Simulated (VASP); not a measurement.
Set up this calculation in VASP 6.6.1, as the native input.

- Task: relaxation of cell and atoms
- Functional: PBE
- Potentials or basis: VASP PAW PBE potentials, release 64 (Be, S)
- Cutoff: 600 eV
- k mesh: 4 × 4 × 4
- Occupations: gaussian, width 0.2 eV
- Spin: no spin polarisation
- Dipole correction: no
- Further INCAR settings: ALGO = Normal; EDIFF = 1e-07; IBRION = 2; EDIFFG = -0.08; NSW = 36; ISIF = 3

The structure of Be7S lies in POSCAR:

```
Be7S
1.0
    4.5877141200      0.0000000000      0.0000000000
    0.0000000000      4.5877141200      0.0000000000
    0.0000000000      0.0000000000      4.5877141200
Be S
7 1
Direct
    0.2526152100      0.2526152100      0.2526152100
    0.0000000000      0.5000000000      0.5000000000
    0.5000000000      0.5000000000      0.0000000000
    0.5000000000      0.0000000000      0.5000000000
    0.7473847900      0.2526152100      0.7473847900
    0.7473847900      0.7473847900      0.2526152100
    0.2526152100      0.7473847900      0.7473847900
    0.0000000000      0.0000000000      0.0000000000
```

The cell was generated, and may not be a known phase.

These files were run (other wordings do the same):

INCAR

```
SYSTEM = Be7S
PREC = Accurate ; ENCUT = 600
EDIFF = 1E-7 ; ISMEAR = 0
SIGMA = 0.2 ; LREAL = .FALSE.
LASPH = .TRUE. ; NELM = 120
ALGO = Normal ; ISIF = 3
LWAVE = .FALSE. ; LCHARG = .FALSE.
GGA = PE ; IBRION = 2
NSW = 36 ; EDIFFG = -0.08
GGA_COMPAT = .FALSE. ; NELMIN = 4
```

KPOINTS

```
regular mesh
0
G
  4 4 4
  0 0 0
```

Potentials or basis: VASP PAW PBE potentials, release 64 (Be, S).

Launch:

```bash
$ cat potpaw_PBE.64/Be/POTCAR potpaw_PBE.64/S/POTCAR > POTCAR
$ mpirun -np 1 vasp_std > vasp.out
```

It gave:

| Quantity | Value |
| --- | --- |
| Relaxed volume | 15.55 Å³/atom |
| Relaxed cell | a = 4.992 Å, b = 4.992 Å, c = 4.992 Å, α = 90.00°, β = 90.00°, γ = 90.00° |
| Space group after relaxing (to 0.1 Å) | P-43m (No. 215) |
| Energy gained by relaxing | 202.4 meV/atom |
| Ionic steps | 6 |
| Pressure after relaxing | -0.5 GPa |
| Largest force after relaxing | 0.015 eV/Å |
| Band gap on the k mesh | zero (bands 10 and 11 overlap by 0.34 eV) |

Caveat: the volume moved by over 15 % at a fixed basis, so the end points are rough; semilocal functionals underestimate gaps, and a narrow one can read as zero.

It took 110 s on 1 thread of Intel Xeon 8259CL, on a shared host, peak memory 0.24 GiB.
